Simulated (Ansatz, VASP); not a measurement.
# Al: VASP beside Ansatz

The input INCAR:

```
PREC = Accurate
ENCUT = 520
EDIFF = 1E-6
ISMEAR = 0
SIGMA = 0.15
LREAL = F
LASPH = T
NELM = 60
ALGO = Normal
ISIF = 2
LWAVE = F
LCHARG = F
GGA = PS
NBANDS = 10
```

Contents of KPOINTS:

```
regular mesh
0
Gamma
  18 18 10
```

Contents of POSCAR:

```
Al
1.0
    2.6901000000      0.0000000000      0.0000000000
   -1.3450500000      2.3296949387      0.0000000000
    0.0000000000      0.0000000000      4.3414000000
Al
2
Direct
    0.6666666667      0.3333333333      0.7500000000
    0.3333333333      0.6666666667      0.2500000000
```

Input for Ansatz:

```yaml
crystal:
  lattice:
    - [2.6901, 0.0, 0.0]
    - [-1.34505, 2.3296949387, 0.0]
    - [0.0, 0.0, 4.3414]
  atoms:
    - { symbol: Al, position: [0.6666666667, 0.3333333333, 0.75] }
    - { symbol: Al, position: [0.3333333333, 0.6666666667, 0.25] }
basis:
  ecutwfc: 420
kpoints:
  mp_grid: { grid: [18, 18, 10] }
hamiltonian:
  xc: pbesol
  pseudopotentials: { kind: paw, azcp: { folder: soft_1 } }
scf:
  occupations: { method: gaussian, width: 0.15 }
output:
  forces: true
  stress: true
  eigenvalues: true
```

Alike in both runs: task single point; functional PBEsol; k mesh 18 × 18 × 10; occupations gaussian, width 0.15 eV; no spin polarisation.

|  | VASP | Ansatz |
| --- | --- | --- |
| version | VASP 6.6.1 | Ansatz 0.2.0 |
| potentials or method | VASP PAW PBE potentials, release 64 (Al), cutoff 520 eV | scalar-relativistic, plane waves, PAW |
| valence electrons in the cell | 6 | 6 |

```csv
,VASP,Ansatz,Ansatz less VASP
gap on the k mesh at the Fermi level (eV),none,none,-
pressure (GPa),21.4,21.2,-0.19
"traceless stress, the component that is largest in VASP (GPa)",1.23,1.22,-0.008
```

VASP's potentials were made for PBE, not for PBEsol, and Ansatz warns of the same on its side. A gap of «none» marks a metal or a gap that the smearing closes.
